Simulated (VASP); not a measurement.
Here is a VASP 6.6.1 calculation.

Contents of INCAR:

```
SYSTEM = C
ALGO = Normal
EDIFF = 1E-8
ENCUT = 520
ISIF = 2
ISMEAR = -1
LASPH = .TRUE.
LCHARG = .FALSE.
LEFG = .TRUE.
LREAL = .FALSE.
LWAVE = .FALSE.
NBANDS = 11
NELM = 100
PREC = Accurate
SIGMA = 0.03
```

Contents of KPOINTS:

```
k-points
0
G
  16 16 16
  0 0 0
```

File POSCAR:

```
C
1.0
    0.0000000000      1.7655660000      1.7834000000
    1.7655660000      0.0000000000      1.7834000000
    1.7655660000      1.7655660000      0.0000000000
C
2
Direct
    0.5000000000      0.5000000000      0.5000000000
    0.7500000000      0.7500000000      0.7500000000
```

Potentials or basis: VASP PAW LDA potentials, release 64 (C).

Run with:

```console
$ cat potpaw_LDA.64/C/POTCAR > POTCAR
$ mpirun -np 1 vasp_std > vasp.out
```

Problem. Estimate the pressure.

Solution. -2.8 GPa.

Problem. Estimate the band gap on the k mesh.

Solution. 4.02 eV (least direct gap 5.51 eV).

Stress tensor (GPa, compression positive):
```
 0.39  0.00  0.00
 0.00  0.39  0.00
 0.00  0.00 -9.20
```

Caveat: the cell differs from its parent crystal (equal xx and yy strain of -1 %); without QUAD_EFG the Cq values of the log hold for a quadrupole moment of 1 mb, not for the nuclei. A k mesh can miss the band edges.
